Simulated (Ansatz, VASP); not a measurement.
## One calculation of HfPt2, two programs

```
CELL_PARAMETERS angstrom
0.00000 3.13208 3.13208
3.13208 0.00000 3.13208
3.13208 3.13208 0.00000
ATOMIC_POSITIONS crystal
Hf 0.00000 0.00000 0.00000
Pt 0.25000 0.25000 0.25000
Pt 0.75000 0.75000 0.75000
```

Alike in both runs: functional PBE; k mesh 6 × 6 × 6; occupations gaussian, width 0.1 eV; no spin polarisation.

Ansatz relaxed the structure, and its values are those at the end. VASP's run is a single point on that final structure, the one shown.

|  | VASP | Ansatz |
| --- | --- | --- |
| version | VASP 6.6.1 | Ansatz 0.2.0 |
| potentials or method | VASP PAW PBE potentials, release 64 (Hf_pv, Pt), cutoff 520 eV | scalar-relativistic, plane waves, PAW |
| valence electrons in the cell | 30 | 62 |

Ansatz gave:

* gap on the k mesh at the Fermi level (eV): none
* pressure (GPa): 0.2

**Question.** What did VASP give for the same quantities?

**Answer.** gap on the k mesh at the Fermi level (eV): none; pressure (GPa): -0.8.

A gap of «none» marks a metal or a gap that the smearing closes. VASP's potentials hold 30 valence electrons a cell and Ansatz's 62, so a difference there can come from the potentials and not from the codes.

Neither program's run includes spin-orbit coupling.
